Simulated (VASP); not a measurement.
# RuBrF3 (Pm-3m) in VASP: notebook, part 2 of 2

VASP 6.6.1. The steps go on from the part before.

## Step 4: Relaxation of cell and atoms, PBE, collinear spin, ferromagnetic start

File INCAR:

```
PREC = Accurate
ENCUT = 600
EDIFF = 1E-6
ISMEAR = 0
SIGMA = 0.1
LREAL = False
LASPH = True
NELM = 150
ALGO = Normal
ISIF = 3
LWAVE = False
LCHARG = False
ISPIN = 2
MAGMOM = 1 0 0 0 0
LORBIT = 11
LMAXMIX = 4
GGA = PE
IBRION = 2
NSW = 90
EDIFFG = -0.04
```

File KPOINTS:

```
Automatic mesh
0
Gamma
  4 4 4
```

File POSCAR:

```
RuBrF3
1.0
    4.0559869100      0.0000000000      0.0000000000
    0.0000000000      4.0559869100      0.0000000000
    0.0000000000      0.0000000000      4.0559869100
Ru Br F
1 1 3
Direct
    0.0000000000      0.0000000000      0.0000000000
    0.5000000000      0.5000000000      0.5000000000
    0.5000000000      0.0000000000      0.0000000000
    0.0000000000      0.5000000000      0.0000000000
    0.0000000000      0.0000000000      0.5000000000
```

The run is started by

```console
cat potpaw_PBE.64/Ru_pv/POTCAR potpaw_PBE.64/Br/POTCAR potpaw_PBE.64/F/POTCAR > POTCAR
mpirun -np 1 vasp_std > vasp.out
```

Run time: 1.9 min. Hardware: 1 thread of Intel Xeon 6975P-C (Granite Rapids), shared host; peak memory 0.23 GiB.

Results (log left out):

```
Free energy                                           : -19.7945 eV
Relaxed volume                                        : 14.13 Å³/atom
Relaxed cell                                          : a = 4.134 Å, b = 4.134 Å, c = 4.134 Å, α = 90.00°, β = 90.00°, γ = 90.00°
Space group after relaxing (to 0.1 Å)                 : Pm-3m (No. 221)
Ionic steps                                           : 5
Pressure after relaxing                               : 0.0 GPa
Band gap on the k mesh                                : zero (filled and empty bands overlap)
Net moment                                            : 0.00 μB per cell
Valence electrons inside the program's atomic spheres : Ru 12.04; Br 4.76; F 6.03
```

Step by step:
```
step  energy change (eV)  largest force (eV/Å)  pressure (GPa)  volume (Å³)
   1              0.0000                0.0000           10.25        66.73
   2              0.1665                0.0000           -5.52        75.32
   3              0.0883                0.0000           -1.86        71.99
   4              0.0814                0.0000           -0.70        71.11
   5              0.0804                0.0000            0.01        70.63
```

Final structure:
```
CELL_PARAMETERS angstrom
4.13356 0.00000 0.00000
0.00000 4.13356 0.00000
0.00000 0.00000 4.13356
ATOMIC_POSITIONS crystal
Ru 0.00000 0.00000 0.00000
Br 0.50000 0.50000 0.50000
F 0.50000 0.00000 0.00000
F 0.00000 0.50000 0.00000
F 0.00000 0.00000 0.50000
```

Levels at points of the mesh, in eV from the Fermi level:
Spin up:
| k point | band 18 | band 19 | band 20 | band 21 | band 22 | band 23 | band 24 | band 25 |
| --- | --- | --- | --- | --- | --- | --- | --- | --- |
| (0.00, 0.00, 0.00) | -1.36 | -1.36 | -0.19 | -0.19 | 0.19 | 0.19 | 0.19 | 5.55 |
| (0.50, 0.00, 0.00) | -1.33 | -0.35 | -0.35 | -0.18 | -0.02 | -0.02 | 1.84 | 8.87 |
| (0.50, 0.50, 0.00) | -0.47 | -0.47 | -0.28 | -0.28 | 0.31 | 0.66 | 3.32 | 8.54 |
| (0.50, 0.50, 0.50) | -0.19 | -0.19 | 0.46 | 0.46 | 0.46 | 3.32 | 3.32 | 8.75 |
Spin down:
| k point | band 18 | band 19 | band 20 | band 21 | band 22 | band 23 | band 24 | band 25 |
| --- | --- | --- | --- | --- | --- | --- | --- | --- |
| (0.00, 0.00, 0.00) | -1.36 | -1.36 | -0.19 | -0.19 | 0.19 | 0.19 | 0.19 | 5.55 |
| (0.50, 0.00, 0.00) | -1.33 | -0.35 | -0.35 | -0.18 | -0.02 | -0.02 | 1.84 | 8.87 |
| (0.50, 0.50, 0.00) | -0.47 | -0.47 | -0.28 | -0.28 | 0.31 | 0.66 | 3.32 | 8.54 |
| (0.50, 0.50, 0.50) | -0.19 | -0.19 | 0.46 | 0.46 | 0.46 | 3.32 | 3.32 | 8.75 |

Caveat: the k points lie up to 0.38 Å⁻¹ apart in the final cell, too coarse for converged energies and pressures of a metal.

## Step 5: Single point, PBE, collinear spin, ferromagnetic start

This run uses another cell than the first one, of 14.72 Å³/atom.

File INCAR:

```
SYSTEM = RuBrF3
PREC = Accurate
ENCUT = 520
EDIFF = 1E-6
ISMEAR = 0
SIGMA = 0.1
LREAL = .False.
LASPH = .True.
NELM = 150
ALGO = Normal
ISIF = 2
LWAVE = .False.
LCHARG = .True.
ISPIN = 2
MAGMOM = 1.74 0.78 0.15 0.15 0.15
LORBIT = 11
LMAXMIX = 4
GGA = PE
LELF = .True.
LVHAR = .True.
NBANDS = 33
```

File KPOINTS:

```
Automatic mesh
0
Gamma
  10 10 10
  0 0 0
```

POSCAR, as its differences from that of step 4:

```diff
@@ -2,5 +2,5 @@
 1.0
-    4.0559869100      0.0000000000      0.0000000000
-    0.0000000000      4.0559869100      0.0000000000
-    0.0000000000      0.0000000000      4.0559869100
+    4.1910893883      0.0000000000      0.0000000000
+    0.0000000000      4.1910893883      0.0000000000
+    0.0000000000      0.0000000000      4.1910893883
 Ru Br F
```

Potentials or basis: VASP PAW PBE potentials, release 64 (Ru_pv, Br, F).

The run is started by

```console
cat potpaw_PBE.64/Ru_pv/POTCAR potpaw_PBE.64/Br/POTCAR potpaw_PBE.64/F/POTCAR > POTCAR
mpirun -np 1 vasp_std > vasp.out
```

OUTCAR:

```text
SYSTEM = RuBrF3
   PREC = Accurate
   ENCUT = 520
   EDIFF = 1E-6
   ISMEAR = 0
   LREAL = .False.
   LASPH = .True.
   NELM = 150
   ISIF = 2
   ISPIN = 2
   LORBIT = 11
   GGA = PE

 ion  position               nearest neighbor table
   1  0.000  0.000  0.000-   3 2.10   4 2.10   5 2.10   5 2.10   4 2.10   3 2.10
   2  0.500  0.500  0.500-
   3  0.500  0.000  0.000-   1 2.10   1 2.10
   4  0.000  0.500  0.000-   1 2.10   1 2.10
   5  0.000  0.000  0.500-   1 2.10   1 2.10

  LATTYP: Found a simple cubic cell.
 ALAT       =     4.1910893883

  Lattice vectors:

 A1 = (   4.1910893883,   0.0000000000,   0.0000000000)
 A2 = (   0.0000000000,   4.1910893883,   0.0000000000)
 A3 = (   0.0000000000,   0.0000000000,   4.1910893883)

Analysis of symmetry for initial positions (statically):
[... 1932 lines left out ...]
     32      15.9187      0.00000
     33      17.6683      0.00000

 [... further k-points ...]
[... 5 lines left out ...]
  --------------------------------------------------------------------------------------
  -------------------------------------------------------------------------------------
  Total       -0.0229730     -0.0229730     -0.0229730     -0.0000000     -0.0000000      0.0000000
  in kB       -0.4999736     -0.4999736     -0.4999736     -0.0000000     -0.0000000      0.0000000
  external PRESSURE =      -0.4999736 kB  Pullay stress =       0.0000000 kB

 VOLUME and BASIS-vectors are now :
 -----------------------------------------------------------------------------
  energy-cutoff  :      520.00
  volume of cell :       73.62
      direct lattice vectors                 reciprocal lattice vectors
     4.191089388  0.000000000  0.000000000     0.238601449  0.000000000  0.000000000
     0.000000000  4.191089388  0.000000000     0.000000000  0.238601449  0.000000000
     0.000000000  0.000000000  4.191089388     0.000000000  0.000000000  0.238601449

 POSITION                                       TOTAL-FORCE (eV/Angst)
 -----------------------------------------------------------------------------------
      0.00000      0.00000      0.00000         0.000000      0.000000      0.000000
      2.09554      2.09554      2.09554         0.000000      0.000000      0.000000
      2.09554      0.00000      0.00000         0.000000      0.000000      0.000000
      0.00000      2.09554      0.00000         0.000000      0.000000      0.000000
      0.00000      0.00000      2.09554         0.000000      0.000000      0.000000
 -----------------------------------------------------------------------------------
    total drift:                                0.000000      0.000000     -0.000000

  FREE ENERGIE OF THE ION-ELECTRON SYSTEM (eV)
  ---------------------------------------------------
  free  energy   TOTEN  =       -20.0271986412 eV

  energy  without entropy=      -19.9960485279  energy(sigma->0) =      -20.01162358

 total charge

# of ion       s       p       d       tot
------------------------------------------
    1        0.200   6.156   5.585  11.941
    2        1.637   3.102   0.009   4.748
    3        1.745   4.292   0.000   6.037
    4        1.745   4.292   0.000   6.037
    5        1.745   4.292   0.000   6.037
--------------------------------------------------
tot          7.072  22.133   5.594  34.799

 magnetization (x)

# of ion       s       p       d       tot
------------------------------------------
    1        0.013   0.012   2.163   2.188
    2        0.022   0.616   0.000   0.638
    3        0.007   0.123   0.000   0.131
    4        0.007   0.123   0.000   0.131
    5        0.007   0.123   0.000   0.131
--------------------------------------------------
tot          0.057   0.999   2.164   3.219
```

Run time: 1.7 min. Hardware: 1 thread of Intel Xeon 6975P-C (Granite Rapids), shared host; peak memory 0.33 GiB.

Results:

| Property | Result |
| --- | --- |
| Free energy | -20.0272 eV |
| Pressure | 0.0 GPa |
| Net moment | 3.53 μB per cell |
| Site moments | Ru +2.19; Br +0.64; F +0.13 μB |
| Valence electrons inside the program's atomic spheres | Ru 11.94; Br 4.75; F 6.04 |

## Step 6: The runs side by side

| task | cell | k mesh | cutoff (eV) | gap on the mesh (eV) | pressure (GPa) | moment (μB) |
| --- | --- | --- | --- | --- | --- | --- |
| single point | a = 4.056 Å, 5 atoms | 4 × 4 × 4 | 520 | none | 10.4 | 3.18 |
| single point | a = 4.175 Å, 5 atoms | 4 × 4 × 4 | 520 | none | 0.1 | 3.28 |
| relaxation of cell and atoms | relaxed from a = 4.056 Å, 5 atoms | 4 × 4 × 4 | 600 | none | 0.0 | 0.00 |
| single point | a = 4.191 Å, 5 atoms | 10 × 10 × 10 | 520 | none | 0.0 | 3.53 |

Alike in all rows: level PBE; potentials or basis VASP PAW PBE potentials, release 64 (Ru_pv, Br, F); spin collinear, ferromagnetic start; smearing gaussian 0.1 eV.

Caveats: some runs use coarse meshes.

Total energies depend on the potentials used, so only differences within one code and one set of settings carry meaning.
